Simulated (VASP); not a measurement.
# Sc (Fm-3m) in VASP: notebook

Sc is run at these levels: LDA; tasks: single point, relaxation of cell and atoms.

Everything below comes from runs of VASP 6.6.1. Logs are shortened: lines on timing, memory, paths and dates and some standing lists are left out, and cuts for length are marked.

## Step 1: The cell of the first run

It takes space group Fm-3m (No. 225, cubic). The conventional cell has a = 4.472 Å, b = 4.472 Å, c = 4.472 Å, α = 90.00°, β = 90.00°, γ = 90.00°. Sc (site symmetry m-3m) has 12 Sc at 3.16 Å within 4.2 Å.

## Step 2: Single point, LDA

INCAR reads:

```
SYSTEM = Sc
ALGO     = Normal         ! electronic algorithm
EDIFF    = 1E-7           ! SCF threshold, eV
ENCUT    = 520            ! plane-wave cutoff, eV
GGA      = CA             ! functional
ISIF     = 2              ! what is computed and relaxed
ISMEAR   = -1             ! smearing method
LASPH    = .True.         ! aspherical terms in the spheres
LCHARG   = .True.         ! write CHGCAR
LELF     = .True.         ! ELF
LREAL    = .False.        ! projectors in reciprocal space
LVHAR    = .True.       
LWAVE    = .False.        ! write WAVECAR
NBANDS   = 12             ! bands
NELM     = 100            ! most SCF steps
PREC     = Accurate       ! precision mode
SIGMA    = 0.05           ! smearing width, eV
```

KPOINTS reads:

```
k-points
0
Gamma
  18 18 18
  0 0 0
```

POSCAR reads:

```
Sc
1.0
    0.0000000000      2.2360924951      2.2360924951
    2.2360924951      0.0000000000      2.2360924951
    2.2360924951      2.2360924951      0.0000000000
Sc
1
Direct
    0.0000000000      0.0000000000      0.0000000000
```

Potentials or basis: VASP PAW LDA potentials, release 64 (Sc_sv).

On the command line:

```sh
> cat potpaw_LDA.64/Sc_sv/POTCAR > POTCAR
> mpirun -np 1 vasp_std > vasp.out
```

OUTCAR:

```text
SYSTEM = Sc
   EDIFF = 1E-7
   ENCUT = 520
   GGA = CA
   ISIF = 2
   ISMEAR = -1
   LASPH = .True.
   LREAL = .False.
   NELM = 100
   PREC = Accurate

 ion  position               nearest neighbor table
   1  0.000  0.000  0.000-

  LATTYP: Found a face centered cubic cell.
 ALAT       =     4.4721849902

  Lattice vectors:

 A1 = (   0.0000000000,   2.2360924951,   2.2360924951)
 A2 = (   2.2360924951,   0.0000000000,   2.2360924951)
 A3 = (   2.2360924951,   2.2360924951,   0.0000000000)

Analysis of symmetry for initial positions (statically):
=====================================================================
 Subroutine PRICEL returns:
 Original cell was already a primitive cell.

 Routine SETGRP: Setting up the symmetry group for a
 face centered cubic supercell.

 Subroutine GETGRP returns: Found 48 space group operations
 (whereof 48 operations were pure point group operations)
 out of a pool of 48 trial point group operations.

The static configuration has the point symmetry O_h .

Analysis of symmetry for dynamics (positions and initial velocities):
=====================================================================
 Subroutine PRICEL returns:
 Original cell was already a primitive cell.

 Routine SETGRP: Setting up the symmetry group for a
 face centered cubic supercell.

 Subroutine GETGRP returns: Found 48 space group operations
 (whereof 48 operations were pure point group operations)
 out of a pool of 48 trial point group operations.

The dynamic configuration has the point symmetry O_h .

 Subroutine INISYM returns: Found 48 space group operations
 (whereof 48 operations are pure point group operations),
 and found     1 'primitive' translations

----------------------------------------------------------------------------------------

                                     Primitive cell

  volume of cell :      22.3614

  direct lattice vectors                    reciprocal lattice vectors
     0.000000000  2.236092495  2.236092495    -0.223604346  0.223604346  0.223604346
     2.236092495  0.000000000  2.236092495     0.223604346 -0.223604346  0.223604346
     2.236092495  2.236092495  0.000000000     0.223604346  0.223604346 -0.223604346

  length of vectors
     3.162312333  3.162312333  3.162312333     0.387294088  0.387294088  0.387294088

  position of ions in fractional coordinates (direct lattice)
     0.000000000  0.000000000  0.000000000

  ion indices of the primitive-cell ions
   primitive index   ion index
                 1           1

----------------------------------------------------------------------------------------

 KPOINTS: k-points

Automatic generation of k-mesh.
 Grid dimensions read from file:
 generate k-points for:   18   18   18

 Generating k-lattice:

  Cartesian coordinates                     Fractional coordinates (reciprocal lattice)
    -0.012422464  0.012422464  0.012422464     0.055555556  0.000000000  0.000000000
     0.012422464 -0.012422464  0.012422464     0.000000000  0.055555556  0.000000000
     0.012422464  0.012422464 -0.012422464     0.000000000  0.000000000  0.055555556

  Length of vectors
     0.021516338  0.021516338  0.021516338

  Shift w.r.t. Gamma in fractional coordinates (k-lattice)
     0.000000000  0.000000000  0.000000000

 Subroutine IBZKPT returns following result:
 ===========================================

 Found    195 irreducible k-points:

 Following reciprocal coordinates:
            Coordinates               Weight
  0.000000  0.000000  0.000000      1.000000
  0.055556  0.000000  0.000000      8.000000
  0.111111  0.000000  0.000000      8.000000
  0.166667  0.000000  0.000000      8.000000
  0.222222  0.000000  0.000000      8.000000
  0.277778  0.000000  0.000000      8.000000
[... 16 lines left out ...]
 -0.277778  0.055556  0.000000     24.000000
 -0.222222  0.055556  0.000000     24.000000
 [... further k-points ...]
   k-points           NKPTS =    195   k-points in BZ     NKDIM =    195   number of bands    NBANDS=     12
   number of dos      NEDOS =    301   number of ions     NIONS =      1
   total plane-waves  NPLWV =  13824
   dimension x,y,z NGX =    24 NGY =   24 NGZ =   24
   dimension x,y,z NGXF=    48 NGYF=   48 NGZF=   48
   ions per type =               1
   NGX,Y,Z   is equivalent  to a cutoff of  12.62, 12.62, 12.62 a.u.
   NGXF,Y,Z  is equivalent  to a cutoff of  25.23, 25.23, 25.23 a.u.
 SYSTEM =  Sc
   PREC   = accura    normal or accurate (medium, high low for compatibility)
   ISTART =      0    job   : 0-new  1-cont  2-samecut
   ICHARG =      2    charge: 1-file 2-atom 10-const
   ISPIN  =      1    spin polarized calculation?
   LNONCOLLINEAR =      F non collinear calculations
   LSORBIT =      F    spin-orbit coupling
   LASPH  =      T    aspherical Exc in radial PAW
   ENCUT  =  520.0 eV  38.22 Ry    6.18 a.u.   5.88  5.88  5.88*2*pi/ulx,y,z
   NELM   =    100;   NELMIN=  2; NELMDL= -5     # of ELM steps
   EDIFF  = 0.1E-06   stopping-criterion for ELM
   LREAL  =      F    real-space projection
   EDIFFG = 0.1E-05   stopping-criterion for IOM
   NSW    =      0    number of steps for IOM
   IBRION =     -1    ionic relax: 0-MD 1-quasi-New 2-CG
   NFREE  =      0    steps in history (QN), initial steepest desc. (CG)
   ISIF   =      2    stress and relaxation
   ISYM   =      2    0-nonsym 1-usesym 2-fastsym
   POTIM  = 0.5000    time-step for ionic-motion
   TEBEG  =    0.0;   TEEND  =   0.0 temperature during run
   PSTRESS=    0.0 pullay stress
   NELECT =      11.0000    total number of electrons
   NUPDOWN=      -1.0000    fix difference up-down
   EMIN   =  10.00;   EMAX   =-10.00  energy-range for DOS
   EFERMI =   0.00;   METHOD = LEGACY
   ISMEAR =    -1;   SIGMA  =   0.05  broadening in eV -4-tet -1-fermi 0-gaus
   EFERMI_NEDOS =   21; number of points for ismear=-14 and -15
   IALGO  =     38    algorithm
   IMIX   =      4    mixing-type and parameters
     AMIX     =   0.40;   BMIX     =  1.00
     AMIX_MAG =   1.60;   BMIX_MAG =  1.00
  volume/ion in A,a.u.               =      22.36       150.90
  Fermi-wavevector in a.u.,A,eV,Ry     =   1.292328  2.442145 22.723236  1.670111
  Thomas-Fermi vector in A             =   2.424042
   LORBIT       =      0    0 simple, 1 ext, 2 COOP (PROOUT), +10 PAW based schemes
   GGA     = CA    functional components
   LHFCALC =     F    Hartree Fock is set to
   AEXX    =    0.0000 exact exchange contribution
   IVDW    =     0    specifies the selected vdW correction
   LEPSILON=     F    determine dielectric tensor
   LRPA    =     F    only Hartree local field effects (RPA)
 non-spin polarized calculation
  energy-cutoff  :      520.00
  volume of cell :       22.36
 maximum number of plane-waves:       620
   NGX = 11   NGY = 11   NGZ = 11

 number of electron      11.0000004 magnetization

 Free energy of the ion-electron system (eV)
  ---------------------------------------------------
  ext. energy  EPLUGINS =         0.00000000
  ---------------------------------------------------
  free energy    TOTEN  =        -6.69166696 eV

  energy without entropy =       -6.67825044  energy(sigma->0) =       -6.68495870

 E-fermi :   4.1129     XC(G=0): -10.5467

 val. band max:        4.1008911437   @ k =   0.5000   0.3333   0.1667
 cond. band min:       4.1142867435   @ k =   0.4444   0.2222   0.0556
 fundamental gap:      0.0133955998
 Fermi energy:         4.1129139768

 k-point     1 :       0.0000    0.0000    0.0000
  band No.  band energies     occupation
      1     -44.4694      2.00000
      2     -23.1507      2.00000
      3     -23.1507      2.00000
      4     -23.1507      2.00000
      5      -1.1977      2.00000
      6       5.7669      0.00000
      7       5.7669      0.00000
      8       5.7669      0.00000
      9       7.3290      0.00000
     10       7.3290      0.00000
     11      17.2547      0.00000
     12      20.9731      0.00000

 k-point     2 :       0.0556    0.0000    0.0000
  band No.  band energies     occupation
      1     -44.4666      2.00000
      2     -23.1685      2.00000
      3     -23.1529      2.00000
      4     -23.1529      2.00000
      5      -1.1114      2.00000
      6       5.7011      0.00000
      7       5.8006      0.00000
      8       5.8006      0.00000
      9       7.3043      0.00000
     10       7.3043      0.00000
     11      17.3519      0.00000
     12      20.2661      0.00000

 k-point     3 :       0.1111    0.0000    0.0000
  band No.  band energies     occupation
      1     -44.4583      2.00000
      2     -23.2196      2.00000
      3     -23.1592      2.00000
      4     -23.1592      2.00000
      5      -0.8578      2.00000
      6       5.5204      0.00000
      7       5.8882      0.00000
      8       5.8882      0.00000
      9       7.2482      0.00000
     10       7.2482      0.00000
     11      17.5599      0.00000
     12      19.0116      0.00000

 k-point     4 :       0.1667    0.0000    0.0000
  band No.  band energies     occupation
      1     -44.4457      2.00000
      2     -23.2973      2.00000
      3     -23.1690      2.00000
      4     -23.1690      2.00000
      5      -0.4534      2.00000
      6       5.2672      0.00000
      7       5.9838      0.00000
      8       5.9838      0.00000
      9       7.2172      0.00000
     10       7.2172      0.00000
     11      17.2733      0.00000
     12      18.1941      0.00000

 k-point     5 :       0.2222    0.0000    0.0000
  band No.  band energies     occupation
      1     -44.4302      2.00000
      2     -23.3913      2.00000
      3     -23.1810      2.00000
      4     -23.1810      2.00000
      5       0.0723      2.00000
      6       4.9941      0.00000
      7       6.0161      0.00000
      8       6.0161      0.00000
      9       7.2924      0.00000
     10       7.2924      0.00000
     11      16.0874      0.00000
     12      18.0930      0.00000
[... 228 lines left out ...]
      1     -44.3805      2.00000
      2     -23.6694      2.00000
      3     -23.2343      2.00000
      4     -23.2158      2.00000
      5       1.9889      2.00000
      6       4.5100      0.00071
      7       5.6451      0.00000
      8       5.7517      0.00000
      9       8.0321      0.00000
     10       8.3639      0.00000
     11      12.4033      0.00000
     12      16.9043      0.00000

 k-point    22 :      -0.3333    0.0556    0.0000
  band No.  band energies     occupation
      1     -44.3918      2.00000
      2     -23.6052      2.00000
      3     -23.2275      2.00000
      4     -23.2049      2.00000
      5       1.5294      2.00000
      6       4.5318      0.00046
      7       5.7397      0.00000
      8       5.8518      0.00000
      9       7.7137      0.00000
     10       8.1294      0.00000
     11      13.3414      0.00000
     12      17.2424      0.00000

 k-point    23 :      -0.2778    0.0556    0.0000
  band No.  band energies     occupation
      1     -44.4065      2.00000
      2     -23.5209      2.00000
      3     -23.2168      2.00000
      4     -23.1923      2.00000
      5       0.9442      2.00000
      6       4.6599      0.00004
      7       5.8588      0.00000
      8       5.9744      0.00000
      9       7.3819      0.00000
     10       7.8442      0.00000
     11      14.4777      0.00000
     12      17.6448      0.00000

 k-point    24 :      -0.2222    0.0556    0.0000
  band No.  band energies     occupation
      1     -44.4227      2.00000
      2     -23.4261      2.00000
      3     -23.2037      2.00000
      4     -23.1793      2.00000
      5       0.3347      2.00000
      6       4.8740      0.00000
      7       5.9590      0.00000
      8       6.0698      0.00000
      9       7.1208      0.00000
     10       7.5828      0.00000
     11      15.7109      0.00000
     12      17.9740      0.00000

 [... further k-points ...]

------------------------ aborting loop because EDIFF is reached ----------------------------------------

  FORCE on cell =-STRESS in cart. coord.  units (eV):
  Direction    XX          YY          ZZ          XY          YZ          ZX
  --------------------------------------------------------------------------------------
  -------------------------------------------------------------------------------------
  Total        0.0125742      0.0125742      0.0125742      0.0000000     -0.0000000      0.0000000
  in kB        0.9009280      0.9009280      0.9009280      0.0000000     -0.0000000      0.0000000
  external PRESSURE =       0.9009280 kB  Pullay stress =       0.0000000 kB

 VOLUME and BASIS-vectors are now :
 -----------------------------------------------------------------------------
  energy-cutoff  :      520.00
  volume of cell :       22.36
      direct lattice vectors                 reciprocal lattice vectors
     0.000000000  2.236092495  2.236092495    -0.223604346  0.223604346  0.223604346
     2.236092495  0.000000000  2.236092495     0.223604346 -0.223604346  0.223604346
     2.236092495  2.236092495  0.000000000     0.223604346  0.223604346 -0.223604346

 POSITION                                       TOTAL-FORCE (eV/Angst)
 -----------------------------------------------------------------------------------
      0.00000      0.00000      0.00000         0.000000      0.000000     -0.000000
 -----------------------------------------------------------------------------------
    total drift:                               -0.000000      0.000000      0.000000

  FREE ENERGIE OF THE ION-ELECTRON SYSTEM (eV)
  ---------------------------------------------------
  free  energy   TOTEN  =        -6.6916669648 eV

  energy  without entropy=       -6.6782504382  energy(sigma->0) =       -6.68495870
```

It took 36 s on 1 thread of Intel Xeon Platinum 8259CL at 2.50GHz (Skylake/Cascade Lake), shared host; peak memory 0.16 GiB.

What came out:

* Free energy: -6.6917 eV
* Pressure: 0.1 GPa

## Step 3: Relaxation of cell and atoms, LDA

INCAR reads:

```
  PREC = Accurate
  ENCUT = 600
  EDIFF = 1E-7
  ISMEAR = -1
  SIGMA = 0.05
  LREAL = False
  LASPH = True
  NELM = 100
  ALGO = Normal
  ISIF = 3
  LWAVE = False
  LCHARG = False
  IBRION = 2
  NSW = 80
  EDIFFG = -0.02
```

KPOINTS reads:

```
regular mesh
0
Gamma
  18 18 18
```

POSCAR reads:

```
Sc
1.0
    0.0000000000      2.2371318877      2.2371318877
    2.2371318877      0.0000000000      2.2371318877
    2.2371318877      2.2371318877      0.0000000000
Sc
1
Direct
    0.0000000000      0.0000000000      0.0000000000
```

Potentials or basis: VASP PAW LDA potentials, release 64 (Sc_sv).

On the command line:

```sh
> cat potpaw_LDA.64/Sc_sv/POTCAR > POTCAR
> mpirun -np 1 vasp_std > vasp.out
```

It took 60 s on 1 thread of Intel Xeon Platinum 8259CL at 2.50GHz (Skylake/Cascade Lake), shared host; peak memory 0.18 GiB.

The run converged. Its results:

```yaml
Free_energy: -6.6917 eV
Pressure_after_relaxing: 0.0 GPa
```

Final structure:
```yaml
crystal:
  lattice:
    - [0.00000, 2.23713, 2.23713]
    - [2.23713, 0.00000, 2.23713]
    - [2.23713, 2.23713, 0.00000]
  atoms:
    - { symbol: Sc, position: [0.00000, 0.00000, 0.00000] }
```

Levels at points of the mesh, in eV from the Fermi level:
| k point | band 1 | band 2 | band 3 | band 4 | band 5 | band 6 | band 7 | band 8 | band 9 |
| --- | --- | --- | --- | --- | --- | --- | --- | --- | --- |
| (0.00, 0.00, 0.00) | -48.59 | -27.27 | -27.27 | -27.27 | -5.31 | 1.65 | 1.65 | 1.65 | 3.21 |
| (0.50, 0.00, 0.00) | -48.49 | -27.83 | -27.34 | -27.34 | -1.89 | 0.53 | 1.52 | 1.52 | 4.25 |
| (0.50, 0.50, 0.00) | -48.46 | -27.80 | -27.47 | -27.47 | -1.74 | -0.81 | 2.35 | 4.24 | 4.52 |

Caveat: the relaxation stopped at its first step, so nothing moved.
